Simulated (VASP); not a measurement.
Al, 1 atom in the cell. It takes space group Fm-3m (No. 225, cubic). The conventional cell has a = 4.039 Å, b = 4.039 Å, c = 4.039 Å, α = 90.00°, β = 90.00°, γ = 90.00°. Within 3.8 Å of Al (site symmetry m-3m) lie 12 Al at 2.86 Å. 

| Item | Value |
| --- | --- |
| Program | VASP 6.6.1 |
| Task | single point |
| Functional | PBE |
| Potentials or basis | VASP PAW PBE potentials, release 64 (Al) |
| Cutoff | 500 eV |
| k mesh | 24 × 24 × 24 |
| Occupations | gaussian, width 0.1 eV |
| Spin | no spin polarisation |
| Dipole correction | no |
| Further INCAR settings | ALGO = Normal; EDIFF = 1e-06; NBANDS = 8 |

Potentials or basis: VASP PAW PBE potentials, release 64 (Al).

Launch:

```bash
$ cat potpaw_PBE.64/Al/POTCAR > POTCAR
$ mpirun -np 1 vasp_std > vasp.out
```

Hardware: 1 thread of Intel(R) Xeon(R) 6975P-C (Granite Rapids), on a shared host.

Q: Estimate the wall time of this run.

A: It took 14 s on 1 thread of Intel(R) Xeon(R) 6975P-C (Granite Rapids) (shared host), peak memory 0.16 GiB. Counts: scf iterations 10, k points 413.
